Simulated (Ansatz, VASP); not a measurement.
## LiF: VASP beside Ansatz

```
Li F
1.0
     0.00000    2.01325    2.01325
     2.01325    0.00000    2.01325
     2.01325    2.01325    0.00000
Li F
1 1
Direct
  0.00000 0.00000 0.00000
  0.50000 0.50000 0.50000
```

Alike in both runs: task single point; functional PBE; k mesh 10 × 10 × 10; occupations gaussian, width 0.02 eV; no spin polarisation.

|  | VASP | Ansatz |
| --- | --- | --- |
| version | VASP 6.6.1 | Ansatz 0.2.0 |
| potentials or method | VASP PAW PBE potentials, release 64 (Li_sv, F), cutoff 750 eV | scalar-relativistic, plane waves, PAW |
| valence electrons in the cell | 10 | 10 |

|  | VASP | Ansatz | Ansatz less VASP |
| --- | --- | --- | --- |
| gap on the k mesh at the Fermi level (eV) | 9.09 | 9.10 | +0.011 |
| least direct gap on the mesh (eV) | 9.09 | 9.10 | +0.011 |
| pressure (GPa) | 1.5 | 2.2 | +0.74 |
